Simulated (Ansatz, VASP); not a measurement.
## K: VASP beside Ansatz

```
CELL_PARAMETERS angstrom
-2.39877 2.39877 3.11840
2.39877 -2.39877 3.11840
2.39877 2.39877 -3.11840
ATOMIC_POSITIONS crystal
K 0.00000 0.00000 0.00000
```

Alike in both runs: task single point; functional LDA; k mesh 14 × 14 × 14; occupations gaussian, width 0.15 eV; no spin polarisation.

```csv
,VASP,Ansatz
version,VASP 6.6.1,Ansatz 0.2.0
potentials or method,"VASP PAW LDA potentials, release 64 (K_sv), cutoff 520 eV","scalar-relativistic, plane waves, PAW"
valence electrons in the cell,9,9
```

```tsv
	VASP	Ansatz	Ansatz less VASP
gap on the k mesh at the Fermi level (eV)	none	none	-
pressure (GPa)	-0.4	-0.4	+0.01
```

LDA's correlation is that of Perdew and Zunger in VASP and of Perdew and Wang (1992) in Ansatz. A gap of «none» marks a metal or a gap that the smearing closes.
